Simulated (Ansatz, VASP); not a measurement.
## CuSn4 in VASP and in Ansatz

Contents of INCAR:

```
ALGO = Fast
EDIFF = 1E-7
ENCUT = 520
GGA = PE
ISIF = 2
ISMEAR = 0
LASPH = True
LCHARG = False
LREAL = False
LUSENCCL = False
LWAVE = False
NBANDS = 42
NELM = 100
PREC = Accurate
SIGMA = 0.1
```

The input KPOINTS:

```
k-points
0
Gamma
  10 10 10
```

POSCAR

```
CuSn4
1.0
   -4.2761534247      4.2761534247      1.6819384170
    4.2761534247     -4.2761534247      1.6819384170
    4.2761534247      4.2761534247     -1.6819384170
Cu Sn
1 4
Direct
    0.0000000000      0.0000000000      0.0000000000
    0.2343127454      0.5475121543      0.7818248998
    0.7656872546      0.4524878457      0.2181751002
    0.4524878457      0.2343127454      0.6868005911
    0.5475121543      0.7656872546      0.3131994089
```

Input for Ansatz:

```yaml
crystal:
  lattice:
    - [-4.2761534247, 4.2761534247, 1.681938417]
    - [4.2761534247, -4.2761534247, 1.681938417]
    - [4.2761534247, 4.2761534247, -1.681938417]
  atoms:
    - { symbol: Cu, position: [0.0, 0.0, 0.0] }
    - { symbol: Sn, position: [0.2343127454, 0.5475121543, 0.7818248998] }
    - { symbol: Sn, position: [0.7656872546, 0.4524878457, 0.2181751002] }
    - { symbol: Sn, position: [0.4524878457, 0.2343127454, 0.6868005911] }
    - { symbol: Sn, position: [0.5475121543, 0.7656872546, 0.3131994089] }
basis:
  ecutwfc: 420
kpoints:
  mp_grid: { grid: [10, 10, 10] }
  band_path:
    path:
      - [[0.0, 0.0, 0.0], [-0.5, 0.5, 0.0], [-0.5, 0.5, 0.5], [0.0, 0.0, 0.0], [-0.28867708, -0.28867708, 0.28867708]]
      - [[-0.71132292, 0.28867708, 0.71132292], [-0.5, 0.5, 0.5]]
      - [[-0.5, 0.5, 0.0], [-0.75, 0.25, 0.25], [-0.5, 0.0, 0.5], [0.0, 0.0, 0.0]]
    npoints: 14
hamiltonian:
  xc: pbe
scf:
  occupations: { method: gaussian, width: 0.1 }
  n_extra_bands: 12
output:
  forces: true
  stress: true
  eigenvalues: true
  populations: true
  dos: { projected: true, de: 0.02, nscf_kmesh: { grid: [12, 12, 12] } }
  bader: true
  write_density: true
  write_potential: true
  elf: true
  volumetric_format: npy
```

Alike in both runs: task single point; functional PBE; k mesh 10 × 10 × 10; occupations gaussian, width 0.1 eV; no spin polarisation.

```csv
,VASP,Ansatz
version,VASP 6.6.1,Ansatz 0.2.0
potentials or method,"VASP PAW PBE potentials, release 64 (Cu, Sn_d), cutoff 520 eV","scalar-relativistic, plane waves, PAW"
valence electrons in the cell,67,75
```

```csv
,VASP,Ansatz,Ansatz less VASP
gap on the k mesh at the Fermi level (eV),none,none,-
pressure (GPa),0.0,0.0,0.00
rms of the force components (eV/Å),0.007,0.001,-0.0067
```

Atom by atom the forces differ by 0.007 eV/Å (rms over components). A gap of «none» marks a metal or a gap that the smearing closes. VASP's potentials hold 67 valence electrons a cell and Ansatz's 75, so a difference there can come from the potentials and not from the codes.
